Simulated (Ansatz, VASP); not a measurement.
One calculation of H, two programs

Contents of INCAR:

```
SYSTEM = H
ALGO = Normal ; EDIFF = 1E-7
ENCUT = 520 ; GGA = PE
ISIF = 2 ; ISMEAR = 0
IVDW = 12 ; LASPH = .True.
LCHARG = .True. ; LELF = .True.
LREAL = .False. ; LVHAR = .True.
LWAVE = .False. ; NBANDS = 8
NELM = 60 ; PREC = Accurate
SIGMA = 0.01
```

File KPOINTS:

```
k-points
0
Gamma
  1 1 1
  0 0 0
```

POSCAR

```
H
1.0
    9.0000000000      0.0000000000      0.0000000000
    0.0000000000      9.2000000000      0.0000000000
    0.0000000000      0.0000000000     10.2000000000
H
2
Direct
    0.5000000000      0.5000000000      0.4631891303
    0.5000000000      0.5000000000      0.5368108697
```

Input for Ansatz:

```yaml
crystal:
  lattice:
    - [9.0, 0.0, 0.0]
    - [0.0, 9.2, 0.0]
    - [0.0, 0.0, 10.2]
  atoms:
    - { symbol: H, position: [0.5, 0.5, 0.4631891303] }
    - { symbol: H, position: [0.5, 0.5, 0.5368108697] }
basis:
  ecutwfc: 420
kpoints:
  mp_grid: { grid: [1, 1, 1] }
hamiltonian:
  xc: pbe
  dispersion: d3bj
scf:
  occupations: { method: gaussian, width: 0.01 }
output:
  forces: true
  eigenvalues: true
```

Alike in both runs: task single point; functional PBE; dispersion D3(BJ); k mesh 1 × 1 × 1; occupations gaussian, width 0.01 eV; no spin polarisation.

```csv
,VASP,Ansatz
version,VASP 6.6.1,Ansatz 0.2.0
potentials or method,"VASP PAW PBE potentials, release 64 (H), cutoff 520 eV","scalar-relativistic, plane waves, PAW"
valence electrons in the cell,2,2
```

Ansatz gave:

```
gap on the k mesh at the Fermi level (eV) : 10.10
rms of the force components (eV/Å)        : 0.013
```

Task: Which values does VASP return?

Result: gap on the k mesh at the Fermi level (eV): 10.11; rms of the force components (eV/Å): 0.019.

Atom by atom the forces differ by 0.006 eV/Å (rms over components).
